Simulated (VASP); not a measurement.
# PbO in VASP: a series of runs, part 2 of 2

VASP 6.6.1.

## Step 5: Single point, PBE (atoms moved at random and the cell strained at random)

Contents of INCAR:

```
PREC = Accurate ; ENCUT = 520
EDIFF = 1E-6 ; ISMEAR = 0
SIGMA = 0.02 ; LREAL = False
LASPH = True ; NELM = 60
ALGO = Normal ; ISIF = 2
LWAVE = False ; LCHARG = True
GGA = PE ; LELF = True
LVHAR = True ; NBANDS = 28
```

Contents of KPOINTS:

```
regular mesh
0
Gamma
  8 8 6
```

Contents of POSCAR:

```
PbO
1.0
    4.1458556160     -0.0246412800      0.0361272960
   -0.0246412800      4.1555134080     -0.0397440000
    0.0456499800     -0.0502200000      5.2241857200
Pb O
2 2
Direct
   -0.0022091385      0.4965630032      0.2410518120
    0.4958484300     -0.0049894324      0.7595236559
    0.0020707528      0.0038269928      0.0012544803
    0.5042899557      0.5045994364     -0.0018299482
```

Potentials or basis: VASP PAW PBE potentials, release 64 (Pb_d, O).

Run with:

```bash
cat potpaw_PBE.64/Pb_d/POTCAR potpaw_PBE.64/O/POTCAR > POTCAR
mpirun -np 1 vasp_std > vasp.out
```

OUTCAR:

```text
PREC = Accurate
   ENCUT = 520
   EDIFF = 1E-6
   ISMEAR = 0
   LREAL = False
   LASPH = True
   NELM = 60
   ISIF = 2
   GGA = PE

 ion  position               nearest neighbor table
   1  0.998  0.497  0.241-   3 2.38   4 2.43   4 2.43   3 2.47   2 3.83   2 3.85   2 3.86   2 3.93
                             2 3.96   2 3.97   2 3.99   2 4.06
   2  0.496  0.995  0.760-   3 2.39   4 2.41   4 2.44   3 2.47   1 3.83   1 3.85   1 3.86   1 3.93
                             1 3.96   1 3.97   1 3.99   1 4.06
   3  0.002  0.004  0.001-   1 2.38   2 2.39   2 2.47   1 2.47
[... 952 lines left out ...]
  -------------------------------------------------------------------------------------
  Total       -2.9058317     -2.8209088     -2.9885574      0.3316204      0.2035503     -0.2224388
  in kB      -51.7382156    -50.2261681    -53.2111446      5.9044871      3.6242046     -3.9605141
  external PRESSURE =     -51.7251761 kB  Pullay stress =       0.0000000 kB

 VOLUME and BASIS-vectors are now :
 -----------------------------------------------------------------------------
  energy-cutoff  :      520.00
  volume of cell :       89.98
      direct lattice vectors                 reciprocal lattice vectors
     4.145855616 -0.024641280  0.036127296     0.241231367  0.001410418 -0.002094370
    -0.024641280  4.155513408 -0.039744000     0.001410418  0.240674525  0.002301275
     0.045649980 -0.050220000  5.224185720    -0.001657480  0.001821224  0.191449382

 POSITION                                       TOTAL-FORCE (eV/Angst)
 -----------------------------------------------------------------------------------
      4.13546      2.02678      1.27561        -0.014196      0.087401     -1.369347
      2.06587      4.08442      3.94626         0.090345      0.015932      1.333022
      0.00855      0.01579      0.00648        -0.015297     -0.047515     -0.011057
      2.12385      2.03432      5.21279        -0.060852     -0.055818      0.047381
 -----------------------------------------------------------------------------------
    total drift:                               -0.000767     -0.000725      0.000101

  FREE ENERGIE OF THE ION-ELECTRON SYSTEM (eV)
  ---------------------------------------------------
  free  energy   TOTEN  =       -21.3309822299 eV

  energy  without entropy=      -21.3309822299  energy(sigma->0) =      -21.33098223
```

OSZICAR:

```text
N       E                     dE             d eps       ncg     rms          rms(c)
DAV:   1     0.455561130563E+03    0.45556E+03   -0.19405E+04 10976   0.163E+03
DAV:   2     0.373850557465E+02   -0.41818E+03   -0.40139E+03 11212   0.437E+02
DAV:   3    -0.234899373674E+02   -0.60875E+02   -0.59246E+02 14208   0.179E+02
DAV:   4    -0.263376821461E+02   -0.28477E+01   -0.28366E+01 12584   0.408E+01
DAV:   5    -0.264274194470E+02   -0.89737E-01   -0.89729E-01 12536   0.795E+00    0.126E+01
DAV:   6    -0.217755109335E+02    0.46519E+01   -0.29684E+01 16136   0.378E+01    0.684E+00
DAV:   7    -0.213756121322E+02    0.39990E+00   -0.42090E+00 13756   0.144E+01    0.254E+00
DAV:   8    -0.213278812261E+02    0.47731E-01   -0.62438E-01 12392   0.509E+00    0.502E-01
DAV:   9    -0.213308206718E+02   -0.29394E-02   -0.35939E-02 16104   0.155E+00    0.357E-01
DAV:  10    -0.213308479500E+02   -0.27278E-04   -0.11465E-02 13672   0.964E-01    0.112E-01
DAV:  11    -0.213310090130E+02   -0.16106E-03   -0.12574E-03 12908   0.241E-01    0.401E-02
DAV:  12    -0.213309917786E+02    0.17234E-04   -0.64372E-04 14796   0.234E-01    0.400E-02
DAV:  13    -0.213309800398E+02    0.11739E-04   -0.18515E-04 15312   0.113E-01    0.101E-02
DAV:  14    -0.213309824754E+02   -0.24356E-05   -0.21443E-05 13260   0.289E-02    0.379E-03
DAV:  15    -0.213309822299E+02    0.24550E-06   -0.20006E-06  9292   0.106E-02
   1 F= -.21330982E+02 E0= -.21330982E+02  d E =-.550629E-25
```

Wall time 11 min (1 thread of Oxide Virtual Turin-like, shared host); peak memory 0.45 GiB.

What came out:

```yaml
Free_energy: -21.3310 eV
Pressure: -5.2 GPa
Largest_force: 1.372 eV/Å
Band_gap_on_the_k_mesh: 1.28 eV, indirect (least direct gap 1.70 eV)
```

Forces on the atoms (eV/Å):
```
Pb  -0.014  0.087 -1.369
Pb   0.090  0.016  1.333
O   -0.015 -0.048 -0.011
O   -0.061 -0.056  0.047
```

Stress tensor (GPa, compression positive):
```
-5.17  0.59 -0.40
 0.59 -5.02  0.36
-0.40  0.36 -5.32
```

Levels at points of the mesh, in eV from the valence-band top:
| k point | band 18 | band 19 | band 20 | band 21 | band 22 | band 23 |
| --- | --- | --- | --- | --- | --- | --- |
| (0.00, 0.00, 0.00) | -1.03 | -0.93 | 0.00 | 2.20 | 5.12 | 5.27 |
| (0.50, 0.00, 0.00) | -2.17 | -1.23 | -1.20 | 3.10 | 3.20 | 6.05 |
| (0.00, 0.50, 0.00) | -2.16 | -1.26 | -1.20 | 3.14 | 3.27 | 6.04 |
| (0.50, 0.50, 0.00) | -1.46 | -0.49 | -0.42 | 1.29 | 1.29 | 5.04 |
| (0.00, 0.00, 0.50) | -1.05 | -0.96 | -0.57 | 2.03 | 3.83 | 3.93 |
| (0.50, 0.00, 0.50) | -2.15 | -0.72 | -0.66 | 2.86 | 3.03 | 5.83 |
| (0.00, 0.50, 0.50) | -2.12 | -0.74 | -0.66 | 2.86 | 3.04 | 5.80 |
| (0.50, 0.50, 0.50) | -1.92 | -0.50 | -0.42 | 3.40 | 3.41 | 4.38 |

Caveat: the cell differs from its parent crystal (atoms moved at random and the cell strained at random); spin-orbit coupling is left out, which moves the levels of the heavy elements; forces of over 1 eV/Å act on the atoms, so gaps and moduli don't describe the material at rest. A k mesh can miss the band edges.

## Step 6: Overview

```tsv
cell	gap on the mesh (eV)	pressure (GPa)	largest force (eV/Å)
a = 3.871, b = 3.871, c = 4.816 Å, 4 atoms	none	-1.4	3.75
a = 3.830, b = 3.830, c = 5.292 Å, 4 atoms	none	-2.8	3.28
a = 3.789, b = 3.789, c = 5.240 Å, 4 atoms	0.44	5.8	0.90
a = 4.146, b = 4.156, c = 5.225 Å, angles 91.1, 89.0, 90.7°, 4 atoms	1.28	-5.2	1.37
```

Alike in all rows: task single point; level PBE; potentials or basis VASP PAW PBE potentials, release 64 (Pb_d, O); no spin polarisation; k mesh 8 × 8 × 6; cutoff (eV) 520; smearing gaussian 0.02 eV.

Caveats: spin-orbit coupling is left out, which moves the levels of the heavy elements; forces of over 1 eV/Å act on the atoms, so gaps and moduli don't describe the material at rest (some runs).

Absolute energies hang on the potentials; compare differences alone.
